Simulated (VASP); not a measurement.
# GaP in VASP: notebook, part 2 of 2

VASP 6.6.1. Earlier steps stand in the parts before.

**5. Single point, r2SCAN (strain -0.040 along x and y, +0.000 along z)**

Input file POSCAR:

```
GaP
1.0
    0.0000000000      2.6162400000      2.7252500000
    2.6162400000      0.0000000000      2.7252500000
    2.6162400000      2.6162400000      0.0000000000
Ga P
1 1
Direct
    0.0000000000      0.0000000000      0.0000000000
    0.7500000000      0.7500000000      0.7500000000
```

Input file INCAR.step1:

```
SYSTEM = GaP
PREC = Accurate ; ENCUT = 520
ISMEAR = 0 ; SIGMA = 0.05
LREAL = .False. ; LASPH = .True.
NELM = 80 ; NBANDS = 16
GGA = PE ; ALGO = Normal
EDIFF = 1E-4 ; LWAVE = .True.
LCHARG = .False.
```

Input file INCAR.step2:

```
SYSTEM = GaP
PREC = Accurate ; ENCUT = 520
EDIFF = 1E-6 ; ISMEAR = 0
SIGMA = 0.05 ; LREAL = .False.
LASPH = .True. ; NELM = 80
ALGO = Normal ; ISIF = 2
LWAVE = .False. ; LCHARG = .True.
METAGGA = R2SCAN ; LMIXTAU = .True.
LELF = .True. ; LVHAR = .True.
NBANDS = 16 ; ISTART = 1
```

Input file KPOINTS:

```
regular mesh
0
Gamma
  8 8 8
  0 0 0
```

Potentials or basis: VASP PAW PBE potentials, release 64 (Ga_d, P).

Command:

```console
$ cat potpaw_PBE.64/Ga_d/POTCAR potpaw_PBE.64/P/POTCAR > POTCAR
$ cp INCAR.step1 INCAR
$ mpirun -np 1 vasp_std > vasp.out
$ cp INCAR.step2 INCAR
$ mpirun -np 1 vasp_std > vasp.out
```

OUTCAR:

```text
SYSTEM = GaP
   PREC = Accurate
   ENCUT = 520
   EDIFF = 1E-6
   ISMEAR = 0
   LREAL = .False.
   LASPH = .True.
   NELM = 80
   ISIF = 2
   METAGGA = R2SCAN
   ISTART = 1

 ion  position               nearest neighbor table
   1  0.000  0.000  0.000-   2 2.30   2 2.30   2 2.30   2 2.30
   2  0.750  0.750  0.750-   1 2.30   1 2.30   1 2.30   1 2.30

  LATTYP: Found a body centered tetragonal cell.
 ALAT       =     3.6999220904
 C/A-ratio  =     1.4731391275

  Lattice vectors:

 A1 = (  -2.6162400000,   0.0000000000,   2.7252500000)
 A2 = (   2.6162400000,   0.0000000000,   2.7252500000)
 A3 = (   0.0000000000,   2.6162400000,  -2.7252500000)

Analysis of symmetry for initial positions (statically):
=====================================================================
 Subroutine PRICEL returns:
 Original cell was already a primitive cell.

 Routine SETGRP: Setting up the symmetry group for a
 body centered tetragonal supercell.

 Subroutine GETGRP returns: Found  8 space group operations
 (whereof  8 operations were pure point group operations)
 out of a pool of 16 trial point group operations.

The static configuration has the point symmetry D_2d.

Analysis of symmetry for dynamics (positions and initial velocities):
[... 160 lines left out ...]

 val. band max:        5.4338472935   @ k =   0.0000   0.0000   0.0000
 cond. band min:       6.9693082557   @ k =   0.5000   0.0000   0.5000
 fundamental gap:      1.5354609622
 Fermi energy:         5.7314865291

 k-point     1 :       0.0000    0.0000    0.0000
  band No.  band energies     occupation
      1      -9.8217      2.00000
      2      -9.8087      2.00000
      3      -9.8087      2.00000
      4      -9.6725      2.00000
      5      -9.6700      2.00000
      6      -8.3437      2.00000
[... 433 lines left out ...]
      3      -9.7729      2.00000
      4      -9.6829      2.00000
      5      -9.6552      2.00000
      6      -6.6090      2.00000
[... 8 lines left out ...]
     15      16.8987      0.00000
     16      17.4772      0.00000

 [... further k-points ...]

------------------------ aborting loop because EDIFF is reached ----------------------------------------

  FORCE on cell =-STRESS in cart. coord.  units (eV):
  Direction    XX          YY          ZZ          XY          YZ          ZX
  --------------------------------------------------------------------------------------
  -------------------------------------------------------------------------------------
  Total        2.2694192      2.2694192      1.4238132      0.0000000     -0.0000000      0.0000000
  in kB       97.4616573     97.4616573     61.1465684      0.0000000     -0.0000000      0.0000000
  external PRESSURE =      85.3566276 kB  Pullay stress =       0.0000000 kB

 VOLUME and BASIS-vectors are now :
 -----------------------------------------------------------------------------
  energy-cutoff  :      520.00
  volume of cell :       37.31
      direct lattice vectors                 reciprocal lattice vectors
     0.000000000  2.616240000  2.725250000    -0.191113965  0.191113965  0.183469406
     2.616240000  0.000000000  2.725250000     0.191113965 -0.191113965  0.183469406
     2.616240000  2.616240000  0.000000000     0.191113965  0.191113965 -0.183469406

 POSITION                                       TOTAL-FORCE (eV/Angst)
 -----------------------------------------------------------------------------------
      0.00000      0.00000      0.00000        -0.000000     -0.000000      0.000000
      3.92436      3.92436      4.08788         0.000000      0.000000     -0.000000
 -----------------------------------------------------------------------------------
    total drift:                               -0.000014     -0.000014      0.000002

  FREE ENERGIE OF THE ION-ELECTRON SYSTEM (eV)
  ---------------------------------------------------
  free  energy   TOTEN  =       -21.3727529411 eV

  energy  without entropy=      -21.3727529411  energy(sigma->0) =      -21.37275294
```

OSZICAR.step1:

```text
N       E                     dE             d eps       ncg     rms          rms(c)
DAV:   1     0.854178498447E+02    0.85418E+02   -0.91978E+03  1896   0.168E+03
DAV:   2    -0.267163358049E+01   -0.88089E+02   -0.83745E+02  2168   0.321E+02
DAV:   3    -0.916556729568E+01   -0.64939E+01   -0.64695E+01  2296   0.676E+01
DAV:   4    -0.927316190685E+01   -0.10759E+00   -0.10755E+00  2424   0.931E+00
DAV:   5    -0.927515141274E+01   -0.19895E-02   -0.19894E-02  2384   0.112E+00    0.466E+00
DAV:   6    -0.901213595653E+01    0.26302E+00   -0.38446E-01  2920   0.116E+01    0.314E+00
DAV:   7    -0.897783537005E+01    0.34301E-01   -0.11337E-01  2496   0.241E+00    0.120E+00
DAV:   8    -0.897798306242E+01   -0.14769E-03   -0.14245E-02  2304   0.147E+00    0.271E-01
DAV:   9    -0.897836451293E+01   -0.38145E-03   -0.13445E-03  2328   0.469E-01    0.729E-02
DAV:  10    -0.897841420752E+01   -0.49695E-04   -0.86417E-05  1992   0.140E-01
   1 F= -.89784142E+01 E0= -.89784142E+01  d E =-.308521E-13
```

Run time: 2 min. Hardware: 1 thread of Intel Xeon Platinum 8488C (Sapphire Rapids), shared host; peak memory 0.19 GiB.

Results:

```
Free energy            : -21.3728 eV
Pressure               : 8.5 GPa
Band gap on the k mesh : 1.54 eV, indirect (least direct gap 2.97 eV)
```

Stress tensor (GPa, compression positive):
```
9.75 0.00 0.00
0.00 9.75 0.00
0.00 0.00 6.11
```

Caveat: the cell differs from its parent crystal (strain -0.040 along x and y, +0.000 along z); the PAW data sets were made with another functional, which shifts forces and pressure a little. A k mesh can miss the band edges.

**6. Summary**

```csv
cell,gap on the mesh (eV),pressure (GPa)
"a = 4.008 Å, angles 60.0°, 2 atoms",1.34,-7.9
"a = 4.162 Å, angles 60.0°, 2 atoms",0.43,-12.0
"a = 3.624, b = 3.624, c = 3.546 Å, angles 60.7, 60.7, 58.6°, 2 atoms",1.17,28.4
"a = 3.778, b = 3.778, c = 3.700 Å, angles 60.7, 60.7, 58.6°, 2 atoms",1.54,8.5
```

Alike in all rows: task single point; level r2SCAN; potentials or basis VASP PAW PBE potentials, release 64 (Ga_d, P); no spin polarisation; k mesh 8 × 8 × 8; cutoff (eV) 520; smearing gaussian 0.05 eV.

Caveats: the PAW data sets were made with another functional, which shifts forces and pressure a little.

Total energies depend on the potentials used, so only differences within one code and one set of settings carry meaning.
